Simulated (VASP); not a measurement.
# ZnS (P6_3mc) in VASP: elastic constants with PBEsol

Aim: the elastic constants of ZnS with PBEsol.

All numbers are computed with VASP 6.6.1; they aren't measurements. Logs are shortened: lines on timing, memory, paths and dates and some standing lists are left out, and cuts for length are marked.

### Step 1. The cell of the first run

Symmetry: P6_3mc, No. 186, hexagonal system. Conventional cell: a = 3.782 Å, b = 3.782 Å, c = 6.209 Å, α = 90.00°, β = 90.00°, γ = 120.00°. Within 3.1 Å of Zn (site symmetry 3m) lie 4 S at 2.32 Å. S (site symmetry 3m) has 4 Zn at 2.32 Å within 3.1 Å.

### Step 2. Elastic constants, PBEsol

The input, INCAR:

```
PREC = Accurate
ENCUT = 600
EDIFF = 1E-8
ISMEAR = 0
SIGMA = 0.01
LREAL = F
LASPH = T
NELM = 100
ALGO = Normal
ISIF = 3
LWAVE = F
LCHARG = F
GGA = PS
IBRION = 6
NFREE = 2
POTIM = 0.015
NSW = 1
```

The input, KPOINTS:

```
Automatic mesh
0
Gamma
  8 8 4
```

The input, POSCAR:

```
ZnS
1.0
    3.7815782372      0.0000000000      0.0000000000
   -1.8907891186      3.2749428198      0.0000000000
    0.0000000000      0.0000000000      6.2089609863
Zn S
2 2
Direct
    0.3333333333      0.6666666667      0.0054423557
    0.6666666667      0.3333333333      0.5054423557
    0.3333333333      0.6666666667      0.3795576443
    0.6666666667      0.3333333333      0.8795576443
```

Potentials or basis: VASP PAW PBE potentials, release 64 (Zn, S).

The run is started by

```
cat potpaw_PBE.64/Zn/POTCAR potpaw_PBE.64/S/POTCAR > POTCAR
mpirun -np 1 vasp_std > vasp.out
```

OUTCAR:

```text
PREC = Accurate
   ENCUT = 600
   EDIFF = 1E-8
   ISMEAR = 0
   LREAL = F
   LASPH = T
   NELM = 100
   ISIF = 3
   GGA = PS
   IBRION = 6
   NFREE = 2
   POTIM = 0.015
   NSW = 1

 ion  position               nearest neighbor table
   1  0.333  0.667  0.005-   4 2.32   4 2.32   4 2.32   3 2.32
   2  0.667  0.333  0.505-   3 2.32   3 2.32   3 2.32   4 2.32
   3  0.333  0.667  0.380-   2 2.32   2 2.32   2 2.32   1 2.32
   4  0.667  0.333  0.880-   1 2.32   1 2.32   1 2.32   2 2.32

  LATTYP: Found a hexagonal cell.
 ALAT       =     3.7815782372
 C/A-ratio  =     1.6418967417

  Lattice vectors:

 A1 = (   3.7815782372,   0.0000000000,   0.0000000000)
 A2 = (  -1.8907891186,   3.2749428198,   0.0000000000)
 A3 = (   0.0000000000,   0.0000000000,   6.2089609863)

Analysis of symmetry for initial positions (statically):
=====================================================================
 Subroutine PRICEL returns:
 Original cell was already a primitive cell.

 Routine SETGRP: Setting up the symmetry group for a
 hexagonal supercell.

 Subroutine GETGRP returns: Found 12 space group operations
 (whereof  6 operations were pure point group operations)
 out of a pool of 24 trial point group operations.

The static configuration has the point symmetry C_3v.
 The point group associated with its full space group is C_6v.

Analysis of symmetry for dynamics (positions and initial velocities):
=====================================================================
 Subroutine PRICEL returns:
 Original cell was already a primitive cell.

 Routine SETGRP: Setting up the symmetry group for a
 hexagonal supercell.

 Subroutine GETGRP returns: Found 12 space group operations
 (whereof  6 operations were pure point group operations)
 out of a pool of 24 trial point group operations.

The dynamic configuration has the point symmetry C_3v.
 The point group associated with its full space group is C_6v.

 Subroutine INISYM returns: Found 12 space group operations
 (whereof  6 operations are pure point group operations),
 and found     1 'primitive' translations

----------------------------------------------------------------------------------------

                                     Primitive cell

  volume of cell :      76.8946

  direct lattice vectors                    reciprocal lattice vectors
     3.781578237  0.000000000  0.000000000     0.264439855  0.152674421  0.000000000
    -1.890789119  3.274942820  0.000000000     0.000000000  0.305348843  0.000000000
     0.000000000  0.000000000  6.208960986     0.000000000  0.000000000  0.161057543

  length of vectors
     3.781578237  3.781578237  6.208960986     0.305348843  0.305348843  0.161057543

  position of ions in fractional coordinates (direct lattice)
     0.333333333  0.666666667  0.005442356
     0.666666667  0.333333333  0.505442356
     0.333333333  0.666666667  0.379557644
     0.666666667  0.333333333  0.879557644

  ion indices of the primitive-cell ions
   primitive index   ion index
                 1           1
                 2           2
                 3           3
                 4           4

----------------------------------------------------------------------------------------

 KPOINTS: Automatic mesh

Automatic generation of k-mesh.
 Grid dimensions read from file:
 generate k-points for:    8    8    4

 Generating k-lattice:

[... 104 lines left out ...]
 Free energy of the ion-electron system (eV)
  ---------------------------------------------------
  ext. energy  EPLUGINS =         0.00000000
  ---------------------------------------------------
  free energy    TOTEN  =       -15.16728752 eV

  energy without entropy =      -15.16728752  energy(sigma->0) =      -15.16728752

------------------------ aborting loop because EDIFF is reached ----------------------------------------

  FORCE on cell =-STRESS in cart. coord.  units (eV):
  Direction    XX          YY          ZZ          XY          YZ          ZX
  --------------------------------------------------------------------------------------
  -------------------------------------------------------------------------------------
  Total        0.1009465      0.1009465      0.0797368      0.0000000      0.0000000      0.0000000
  in kB        2.1033241      2.1033241      1.6613986      0.0000000      0.0000000      0.0000000
  external PRESSURE =       1.9560156 kB  Pullay stress =       0.0000000 kB
[... 95 lines left out ...]
  FREE ENERGIE OF THE ION-ELECTRON SYSTEM (eV)
  ---------------------------------------------------
  free  energy   TOTEN  =       -15.1567209631 eV

  energy  without entropy=      -15.1567209631  energy(sigma->0) =      -15.15672096

 E-fermi :   2.5008     XC(G=0): -10.0348

 val. band max:        2.4078770209   @ k =   0.0000   0.0000   0.0000
 cond. band min:       4.6701318343   @ k =   0.0000   0.0000   0.0000
 fundamental gap:      2.2622548135
 Fermi energy:         2.5008302876

 k-point     1 :       0.0000    0.0000    0.0000
  band No.  band energies     occupation
      1     -11.0554      2.00000
      2      -9.9916      2.00000
      3      -4.1381      2.00000
      4      -4.1075      2.00000
      5      -4.1075      2.00000
      6      -4.0145      2.00000
[... 589 lines left out ...]
     21       7.8127      0.00000
     22       7.8127      0.00000

 [... further k-points ...]

[... ionic steps 4 to 18 ...]

--------------------------------------- Ionic step       19  -------------------------------------------

 number of electron      35.9999992 magnetization

------------------------ aborting loop because EDIFF is reached ----------------------------------------
[... 71 lines left out ...]
--------------------------------------- Ionic step       21  -------------------------------------------

 number of electron      35.9999992 magnetization

 Free energy of the ion-electron system (eV)
  ---------------------------------------------------
  ext. energy  EPLUGINS =         0.00000000
  ---------------------------------------------------
  free energy    TOTEN  =       -15.16620359 eV

  energy without entropy =      -15.16620359  energy(sigma->0) =      -15.16620359

 E-fermi :   2.3547     XC(G=0):  -9.9645

 val. band max:        2.2828085760   @ k =   0.0000   0.0000   0.0000
 cond. band min:       4.4387905940   @ k =   0.0000   0.0000   0.0000
 fundamental gap:      2.1559820181
 Fermi energy:         2.3547354083

 k-point     1 :       0.0000    0.0000    0.0000
  band No.  band energies     occupation
      1     -11.0890      2.00000
      2     -10.0895      2.00000
      3      -4.2181      2.00000
      4      -4.1915      2.00000
      5      -4.1915      2.00000
      6      -4.1014      2.00000
[... 622 lines left out ...]
  FREE ENERGIE OF THE ION-ELECTRON SYSTEM (eV)
  ---------------------------------------------------
  free  energy   TOTEN  =       -15.1662035949 eV

  energy  without entropy=      -15.1662035949  energy(sigma->0) =      -15.16620359

 INTERNAL STRAIN TENSORS FROM STRAINED CELLS
 ============================================

 INTERNAL STRAIN TENSOR FOR ION    1 for displacements in x,y,z  (eV/Angst):
          X           Y           Z          XY          YZ          ZX
  --------------------------------------------------------------------------------
  x     0.00000    -0.00000    -0.00000    -5.05223    -0.00000    -3.86665
  y    -5.07006     5.08497     0.00000     0.00007    -3.86738    -0.00009
  z    -3.79200    -3.79494     6.87076    -0.00107     0.00020    -0.00007

 INTERNAL STRAIN TENSORS FROM DISPLACED ATOMS
 ============================================

 INTERNAL STRAIN TENSOR FOR ION    1 for displacements in x,y,z  (eV/Angst):
          X           Y           Z          XY          YZ          ZX
  --------------------------------------------------------------------------------
  x    -0.00000     0.00000     0.00000    -5.05185     0.00000    -3.87336
  y    -5.05185     5.05185     0.00000     0.00000    -3.87336    -0.00000
  z    -3.79270    -3.79270     6.81443     0.00000     0.00000     0.00000

 INTERNAL STRAIN TENSOR FOR ION    4 for displacements in x,y,z  (eV/Angst):
          X           Y           Z          XY          YZ          ZX
  --------------------------------------------------------------------------------
  x     0.00000     0.00000    -0.00000     6.58781     0.00000     3.86305
  y     6.58781    -6.58781    -0.00000     0.00000     3.86305     0.00000
  z     3.77530     3.77530    -6.81880     0.00000     0.00000     0.00000

 Eigenvectors and eigenvalues of the dynamical matrix
 ----------------------------------------------------

   1 f  =   10.128341 THz    63.638243 2PiTHz  337.845090 cm-1    41.887434 meV
             X         Y         Z           dx          dy          dz
     -0.000000  2.183295  0.033791     0.000000    0.000000    0.131575
      1.890789  1.091648  3.138272    -0.000000   -0.000000   -0.131575
     -0.000000  2.183295  2.356659     0.000000    0.000000   -0.694758
      1.890789  1.091648  5.461139    -0.000000   -0.000000    0.694758
[... 71 lines left out ...]
  12 f/i=    0.022012 THz     0.138303 2PiTHz    0.734226 cm-1     0.091032 meV
             X         Y         Z           dx          dy          dz
     -0.000000  2.183295  0.033791     0.000000   -0.000000    0.580283
      1.890789  1.091648  3.138272     0.000000   -0.000000    0.580283
     -0.000000  2.183295  2.356659     0.000000   -0.000000    0.404069
      1.890789  1.091648  5.461139     0.000000   -0.000000    0.404069

--------------------------------------------------------------------------------------------------------

 ELASTIC MODULI CONTR FROM IONIC RELAXATION (kBar)
 Direction    XX          YY          ZZ          XY          YZ          ZX
 --------------------------------------------------------------------------------
 XX        -341.6739    144.8937    177.2441      0.0000     -0.0000     -0.0000
 YY         144.8937   -341.6739    177.2441     -0.0000     -0.0000      0.0000
 ZZ         177.2441    177.2441   -319.2951      0.0000      0.0000      0.0000
 XY           0.0000     -0.0000      0.0000   -243.2838     -0.0000      0.0000
 YZ           0.0000     -0.0000      0.0000     -0.0000    -98.8165     -0.0000
 ZX          -0.0000      0.0000      0.0000      0.0000     -0.0000    -98.8165
 --------------------------------------------------------------------------------

 TOTAL ELASTIC MODULI (kBar)
 Direction    XX          YY          ZZ          XY          YZ          ZX
 --------------------------------------------------------------------------------
 XX        1271.7206    603.4260    469.3544      0.0000     -0.0000     -0.0000
 YY         603.4260   1271.7206    469.3544     -0.0000     -0.0000      0.0000
 ZZ         469.3544    469.3544   1508.4875      0.0000      0.0000      0.0000
 XY           0.0000     -0.0000      0.0000    334.1473     -0.0000      0.0000
 YZ           0.0000     -0.0000      0.0000     -0.0000    283.8901     -0.0000
 ZX          -0.0000      0.0000      0.0000      0.0000     -0.0000    283.8900
 --------------------------------------------------------------------------------
```

Wall time 55 min (1 thread of Intel Xeon Platinum 8259CL at 2.50GHz (Skylake/Cascade Lake), shared host); peak memory 0.51 GiB.

Results:

| Item | Value |
| --- | --- |
| Voigt bulk modulus | 79 GPa |
| Highest phonon frequency at Γ, LO-TO splitting left out | 338 cm⁻¹ |

Phonon frequencies in cm⁻¹ (negative: imaginary):
```csv
q point,frequencies
"(0.000, 0.000, 0.000)",-1 0 0 69 69 194 277 282 282 288 288 338
```

Elastic tensor in Voigt notation (GPa, in the Cartesian axes of the cell as first typed):
```
127  60  47   0   0   0
 60 127  47   0   0   0
 47  47 151   0   0   0
  0   0   0  28   0   0
  0   0   0   0  28   0
  0   0   0   0   0  33
```

Clamped-ion elastic tensor (GPa):
```
161  46  29   0   0   0
 46 161  29   0   0   0
 29  29 183   0   0   0
  0   0   0  38   0   0
  0   0   0   0  38   0
  0   0   0   0   0  58
```

Caveat: the PAW data sets were made with another functional, which shifts forces and pressure a little.
